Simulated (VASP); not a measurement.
Input of a VASP 6.6.1 run:

File POSCAR:

```
ZnO
1.0
    3.1704915475      0.0000000000      0.0000000000
   -1.5852457738      2.7457262226      0.0000000000
    0.0000000000      0.0000000000      5.3147157903
Zn O
2 2
Direct
    0.3333333333      0.6666666667      0.5048434181
    0.6666666667      0.3333333333      0.0048434181
    0.6666666667      0.3333333333      0.3741665819
    0.3333333333      0.6666666667      0.8741665819
```

The input INCAR.step1:

```
PREC = Accurate
ENCUT = 520
ISMEAR = 0
SIGMA = 0.01
LREAL = F
LASPH = T
NELM = 80
NBANDS = 26
GGA = PE
ALGO = Normal
EDIFF = 1E-4
LWAVE = T
LCHARG = F
```

Contents of INCAR.step2:

```
PREC = Accurate
ENCUT = 520
EDIFF = 1E-6
ISMEAR = 0
SIGMA = 0.01
LREAL = F
LASPH = T
NELM = 80
ALGO = Normal
ISIF = 2
LWAVE = F
LCHARG = F
METAGGA = R2SCAN
LMIXTAU = T
NBANDS = 26
ISTART = 1
```

The input KPOINTS:

```
Automatic mesh
0
Gamma
  8 8 4
```

Potentials or basis: VASP PAW PBE potentials, release 64 (Zn, O).

Run with:

```bash
$ cat potpaw_PBE.64/Zn/POTCAR potpaw_PBE.64/O/POTCAR > POTCAR
$ cp INCAR.step1 INCAR
$ mpirun -np 1 vasp_std > vasp.out
$ cp INCAR.step2 INCAR
$ mpirun -np 1 vasp_std > vasp.out
```

Problem. Estimate the pressure.

Solution. 4.1 GPa.

Problem. What does it give for the band gap on the k mesh?

Solution. 1.21 eV, direct.

Stress tensor (GPa, compression positive):
```
5.61 0.00 0.00
0.00 5.61 0.00
0.00 0.00 1.18
```

Caveat: the cell differs from its parent crystal (in-plane strain -0.02, then relaxed in part); the PAW data sets were made with another functional, which shifts forces and pressure a little.
